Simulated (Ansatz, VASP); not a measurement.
One calculation of SiGe4Pt, two programs

The input INCAR:

```
  PREC = Accurate
  ENCUT = 600
  EDIFF = 1E-6
  ISMEAR = 0
  SIGMA = 0.1
  LREAL = F
  LASPH = T
  NELM = 100
  ALGO = Normal
  ISIF = 3
  LWAVE = F
  LCHARG = F
  GGA = PE
  IBRION = 2
  NSW = 100
  EDIFFG = -0.01
```

File KPOINTS:

```
Automatic mesh
0
Gamma
  8 8 8
```

File POSCAR:

```
SiGe4Pt
1.0
    0.0000000000      3.8863209700      3.8863209700
    3.8863209700      0.0000000000      3.8863209700
    3.8863209700      3.8863209700      0.0000000000
Si Ge Pt
1 4 1
Direct
    0.0000000000      0.0000000000      0.0000000000
    0.8753639800      0.3748786700      0.3748786700
    0.3748786700      0.3748786700      0.3748786700
    0.3748786700      0.8753639800      0.3748786700
    0.3748786700      0.3748786700      0.8753639800
    0.7500000000      0.7500000000      0.7500000000
```

Input for Ansatz:

```yaml
crystal:
  lattice:
    - [0.0, 3.88632097, 3.88632097]
    - [3.88632097, 0.0, 3.88632097]
    - [3.88632097, 3.88632097, 0.0]
  atoms:
    - { symbol: Si, position: [0.0, 0.0, 0.0] }
    - { symbol: Ge, position: [0.87536398, 0.37487867, 0.37487867] }
    - { symbol: Ge, position: [0.37487867, 0.37487867, 0.37487867] }
    - { symbol: Ge, position: [0.37487867, 0.87536398, 0.37487867] }
    - { symbol: Ge, position: [0.37487867, 0.37487867, 0.87536398] }
    - { symbol: Pt, position: [0.75, 0.75, 0.75] }
basis:
  ecutwfc: 420
kpoints:
  mp_grid: { grid: [8, 8, 8] }
hamiltonian:
  xc: pbe
scf:
  occupations: { method: gaussian, width: 0.1 }
output:
  forces: true
  stress: true
  eigenvalues: true
relax:
  adjacent_minimum: "off"
  f_tol: 0.01
  max_steps: 80
  cell: { stress_tol: 0.05 }
```

Change from the starting cell: species swapped into the LaLuAl4 type (F-43m, No. 216).

Alike in both runs: task relaxation of cell and atoms; functional PBE; k mesh 8 × 8 × 8; occupations gaussian, width 0.1 eV; no spin polarisation.

|  | VASP | Ansatz |
| --- | --- | --- |
| version | VASP 6.6.1 | Ansatz 0.2.0 |
| potentials or method | VASP PAW PBE potentials, release 64 (Si, Ge_d, Pt), cutoff 600 eV | scalar-relativistic, plane waves, PAW |
| valence electrons in the cell | 70 | 78 |

|  | VASP | Ansatz | Ansatz less VASP |
| --- | --- | --- | --- |
| gap on the k mesh at the Fermi level, each at its own relaxed structure (eV) | none | none | - |
| relaxed volume (Å³/atom) | 18.96 | 18.93 | -0.027 |
| relaxed length of the cell vector where the two differ most in proportion (Å) | 5.438 | 5.436 | -0.0026 |

A gap of «none» marks a metal or a gap that the smearing closes. VASP's potentials hold 70 valence electrons a cell and Ansatz's 78, so a difference there can come from the potentials and not from the codes.

Spin-orbit coupling is off throughout.
